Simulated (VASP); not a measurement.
Here is a VASP 6.6.1 calculation.

The input POSCAR:

```
ScAgTe2
1.0
    2.0847326113      1.2036209343      6.9348628445
   -2.0847326113      1.2036209343      6.9348628445
    0.0000000000     -2.4072418686      6.9348628445
Ag Sc Te
1 1 2
Direct
    1.0000000000      0.0000000000      0.0000000000
    0.5000000000      0.5000000000      0.5000000000
    0.2465396917      0.2465396917      0.2465396917
    0.7534603083      0.7534603083      0.7534603083
```

Contents of INCAR.step1:

```
SYSTEM = ScAgTe2
PREC     = Accurate       ! precision mode
ENCUT    = 520            ! plane-wave cutoff, eV
ISMEAR   = 0              ! smearing method
SIGMA    = 0.01           ! smearing width, eV
LREAL    = .FALSE.        ! projectors in reciprocal space
LASPH    = .TRUE.         ! aspherical terms in the spheres
NELM     = 100            ! most SCF steps
NBANDS   = 25             ! bands
GGA      = PE             ! functional
ALGO     = Normal         ! electronic algorithm
EDIFF    = 1E-4           ! SCF threshold, eV
LWAVE    = .TRUE.         ! write WAVECAR
LCHARG   = .FALSE.        ! write CHGCAR
```

The input INCAR.step2:

```
SYSTEM = ScAgTe2
PREC     = Accurate       ! precision mode
ENCUT    = 520            ! plane-wave cutoff, eV
EDIFF    = 1E-6           ! SCF threshold, eV
ISMEAR   = 0              ! smearing method
SIGMA    = 0.01           ! smearing width, eV
LREAL    = .FALSE.        ! projectors in reciprocal space
LASPH    = .TRUE.         ! aspherical terms in the spheres
NELM     = 100            ! most SCF steps
ALGO     = Normal         ! electronic algorithm
ISIF     = 2              ! what is computed and relaxed
LWAVE    = .FALSE.        ! write WAVECAR
LCHARG   = .FALSE.        ! write CHGCAR
METAGGA  = R2SCAN         ! meta-GGA
LMIXTAU  = .TRUE.       
NBANDS   = 25             ! bands
ISTART   = 1
```

File KPOINTS:

```
Automatic mesh
0
G
  6 6 6
  0 0 0
```

Potentials or basis: VASP PAW PBE potentials, release 64 (Ag, Sc_sv, Te).

Run with:

```sh
$ cat potpaw_PBE.64/Ag/POTCAR potpaw_PBE.64/Sc_sv/POTCAR potpaw_PBE.64/Te/POTCAR > POTCAR
$ cp INCAR.step1 INCAR
$ mpirun -np 1 vasp_std > vasp.out
$ cp INCAR.step2 INCAR
$ mpirun -np 1 vasp_std > vasp.out
```

**Question.** Predict the band gap on the k mesh.

**Answer.** 0.54 eV, indirect (least direct gap 1.11 eV).

**Question.** Estimate the pressure.

**Answer.** 2.1 GPa.

Forces in eV/Å, atoms in the order of the input:
```
Ag   0.000  0.000  0.000
Sc   0.000  0.000  0.000
Te   0.000  0.000  0.135
Te   0.000  0.000 -0.135
```

Caveat: the PAW data sets were made with another functional, which shifts forces and pressure a little; spin-orbit coupling is left out, which moves the levels of the heavy elements. A k mesh can miss the band edges.
